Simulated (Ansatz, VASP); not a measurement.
La: VASP beside Ansatz

INCAR

```
SYSTEM = La
PREC = Accurate
ENCUT = 520
EDIFF = 1E-7
ISMEAR = -1
SIGMA = 0.1
LREAL = .FALSE.
LASPH = .TRUE.
NELM = 60
ALGO = Normal
ISIF = 2
LWAVE = .FALSE.
LCHARG = .TRUE.
GGA = RE
LELF = .TRUE.
LVHAR = .TRUE.
NBANDS = 30
```

The input KPOINTS:

```
Automatic mesh
0
G
  13 13 4
  0 0 0
```

File POSCAR:

```
La
1.0
    3.6594019660      0.0000000000      0.0000000000
   -1.8297009830      3.1691350652      0.0000000000
    0.0000000000      0.0000000000     11.7551606235
La
4
Direct
    1.0000000000      0.0000000000      1.0000000000
    1.0000000000      0.0000000000      0.5000000000
    0.3333333333      0.6666666667      0.7500000000
    0.6666666667      0.3333333333      0.2500000000
```

Input for Ansatz:

```yaml
crystal:
  lattice:
    - [3.659401966, 0.0, 0.0]
    - [-1.829700983, 3.1691350652, 0.0]
    - [0.0, 0.0, 11.7551606235]
  atoms:
    - { symbol: La, position: [1.0, 0.0, 1.0] }
    - { symbol: La, position: [1.0, 0.0, 0.5] }
    - { symbol: La, position: [0.3333333333, 0.6666666667, 0.75] }
    - { symbol: La, position: [0.6666666667, 0.3333333333, 0.25] }
hamiltonian:
  xc: revpbe
  pseudopotentials:
    kind: paw
    azcp:
      La: "pseudopotentials/La.paw.azcp"
basis:
  ecutwfc: 420
  fft_grid_basis: typed
kpoints:
  mp_grid: { grid: [13, 13, 4], shift: [0, 0, 0] }
magnetization:
  spin_polarized: false
scf:
  occupations: { method: fermi_dirac, width: 0.1 }
output:
  stress: true
```

Alike in both runs: task single point; functional revPBE; k mesh 13 × 13 × 4; occupations fermi-dirac, width 0.1 eV; no spin polarisation.

|  | VASP | Ansatz |
| --- | --- | --- |
| version | VASP 6.6.1 | Ansatz 0.2.0 |
| potentials or method | VASP PAW PBE potentials, release 64 (La), cutoff 520 eV | plane waves (420 eV) with PAW, scalar-relativistic |
| valence electrons in the cell | 44 | 44 |

|  | VASP | Ansatz | Ansatz less VASP |
| --- | --- | --- | --- |
| pressure (GPa) | 3.6 | 3.5 | -0.09 |
| traceless stress, the component that is largest in VASP (GPa) | 0.05 | 0.06 | +0.016 |

VASP's potentials were made for PBE, not for revPBE. The functional is the same, so the differences come from potentials, cutoffs and numerics.

Spin-orbit coupling is off throughout.
